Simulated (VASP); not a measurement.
Write the native input for VASP 6.6.1 that does the following.

* Task: single point
* Functional: PBEsol
* Potentials or basis: VASP PAW PBE potentials, release 64 (Al, Ni)
* Cutoff: 520 eV
* k mesh: 16 × 16 × 14
* Occupations: gaussian, width 0.1 eV
* Spin: no spin polarisation
* Dipole correction: no
* Further INCAR settings: ALGO = Normal; EDIFF = 1e-07; NBANDS = 14

The structure of AlNi lies in POSCAR:

```
AlNi
1.0
    2.0213280449     -2.0213497276      0.0000000000
    2.0213280449      2.0213497276      0.0000000000
    0.0000000000      0.0000000000      2.8694088860
Al Ni
1 1
Direct
    0.0000000000      0.0000000000      0.0000000000
    0.5000000000      0.5000000000      0.5000000000
```

The input as run:

INCAR

```
SYSTEM = AlNi
ALGO = Normal ; EDIFF = 1E-7
ENCUT = 520 ; GGA = PS
ISIF = 2 ; ISMEAR = 0
LASPH = .TRUE. ; LCHARG = .FALSE.
LREAL = .FALSE. ; LWAVE = .FALSE.
NBANDS = 14 ; NELM = 100
PREC = Accurate ; SIGMA = 0.1
```

KPOINTS

```
k-points
0
G
  16 16 14
  0 0 0
```

Potentials or basis: VASP PAW PBE potentials, release 64 (Al, Ni).

Launch:

```sh
$ cat potpaw_PBE.64/Al/POTCAR potpaw_PBE.64/Ni/POTCAR > POTCAR
$ mpirun -np 1 vasp_std > vasp.out
```

It gave:

The pressure is 0.1 GPa.

Caveat: the PAW data sets were made with another functional, which shifts forces and pressure a little.

Run time: 66 s on 1 thread of Intel(R) Xeon(R) Platinum 8488C (Sapphire Rapids), on a shared host, peak memory 0.31 GiB.
